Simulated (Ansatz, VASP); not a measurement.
## Mn in VASP and in Ansatz

```
CELL_PARAMETERS angstrom
2.24138 0.00000 0.00000
0.00000 2.24138 0.00000
0.00000 0.00000 2.24138
ATOMIC_POSITIONS crystal
Mn 0.00000 0.00000 0.00000
```

Change from the starting cell: volume scaled by 0.9405.

Alike in both runs: task single point; functional PBE; k mesh 14 × 14 × 14; occupations fermi-dirac, width 0.05 eV; collinear spin.

|  | VASP | Ansatz |
| --- | --- | --- |
| version | VASP 6.6.1 | Ansatz 0.2.0 |
| potentials or method | VASP PAW PBE potentials, release 64 (Mn_pv), cutoff 520 eV | all-electron LAPW, scalar-relativistic |

|  | VASP | Ansatz | Ansatz less VASP |
| --- | --- | --- | --- |
| pressure (GPa) | 14.4 | 14.1 | -0.33 |
| net moment per atom (μB) | 0.33 | 0.35 | +0.019 |
| size of the moment on the site where the two differ most (μB) | 0.33 | 0.34 | +0.017 |

Site moments also hang on the region over which each program counts them. Ansatz ran all-electron here, and VASP with PAW potentials. Ansatz's warnings: seeded moment not kept.
